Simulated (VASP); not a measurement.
# CoSi2: single point with PBE

The system is CoSi2.

```
Co Si
1.0
     0.00000    2.62805    2.62805
     2.62805    0.00000    2.62805
     2.62805    2.62805    0.00000
Co Si
1 2
Direct
  0.00000 0.00000 0.00000
  0.25000 0.25000 0.25000
  0.75000 0.75000 0.75000
```

```
Program                : VASP 6.6.1
Task                   : single point
Functional             : PBE
Potentials or basis    : VASP PAW PBE potentials, release 64 (Co, Si)
Cutoff                 : 520 eV
k mesh                 : 14 × 14 × 14
Occupations            : gaussian, width 0.1 eV
Spin                   : no spin polarisation
Dipole correction      : no
Further INCAR settings : ALGO = Normal; EDIFF = 1e-06; NBANDS = 16
```

```json
{
  "Pressure": "11.8 GPa"
}
```

Levels at points of the mesh, in eV from the Fermi level:
| k point | band 5 | band 6 | band 7 | band 8 | band 9 | band 10 | band 11 | band 12 | band 13 | band 14 |
| --- | --- | --- | --- | --- | --- | --- | --- | --- | --- | --- |
| (0.00, 0.00, 0.00) | -2.12 | -2.12 | 1.32 | 3.45 | 3.45 | 3.45 | 3.63 | 3.63 | 3.63 | 5.91 |
| (0.50, 0.00, 0.00) | -2.32 | -1.80 | -1.80 | -0.51 | -0.51 | 2.87 | 3.57 | 3.57 | 4.84 | 10.62 |
| (0.50, 0.50, 0.00) | -3.84 | -2.13 | -2.13 | -2.09 | -1.48 | 1.80 | 2.94 | 8.60 | 10.16 | 10.16 |

Run time: 31 s on 1 thread of Intel(R) Xeon(R) Platinum 8488C (Sapphire Rapids), with other jobs on the host, peak memory 0.19 GiB.

Spin polarisation is off, so any magnetic state and its effect on volume and gap are missing.
